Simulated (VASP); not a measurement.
## CdTe: single point with PBEsol

System: CdTe, a wire with vacuum.

```
CELL_PARAMETERS angstrom
9.00000 0.00000 0.00000
0.00000 9.30000 0.00000
0.00000 0.00000 5.15294
ATOMIC_POSITIONS crystal
Cd 0.50000 0.50000 0.00000
Te 0.50000 0.50000 0.50000
```

- Program: VASP 6.6.1
- Task: single point
- Functional: PBEsol
- Potentials or basis: VASP PAW PBE potentials, release 64 (Cd, Te)
- Cutoff: 520 eV
- k mesh: 1 × 1 × 13
- Occupations: gaussian, width 0.05 eV
- Spin: collinear spin
- Starting moments: [0.5, 0.5] μB

```
Net moment                                            : 0.14 μB per cell
Site moments                                          : Cd +0.00; Te +0.07 μB
Valence electrons inside the program's atomic spheres : Cd 10.30; Te 3.42
```

Levels at points of the mesh, in eV from the Fermi level:
Spin up:
```csv
k point,band 7,band 8,band 9,band 10,band 11,band 12
"(0.00, 0.00, 0.00)",-2.40,-0.79,-0.79,-0.05,4.52,5.11
```
Spin down:
| k point | band 7 | band 8 | band 9 | band 10 | band 11 | band 12 |
| --- | --- | --- | --- | --- | --- | --- |
| (0.00, 0.00, 0.00) | -2.37 | -0.71 | -0.71 | -0.03 | 4.53 | 5.13 |

Run time: 5.8 min on 1 thread of Intel Xeon 8259CL, with other jobs on the host, peak memory 0.65 GiB.

Caveat: spin-orbit coupling is left out, which moves the levels of the heavy elements.
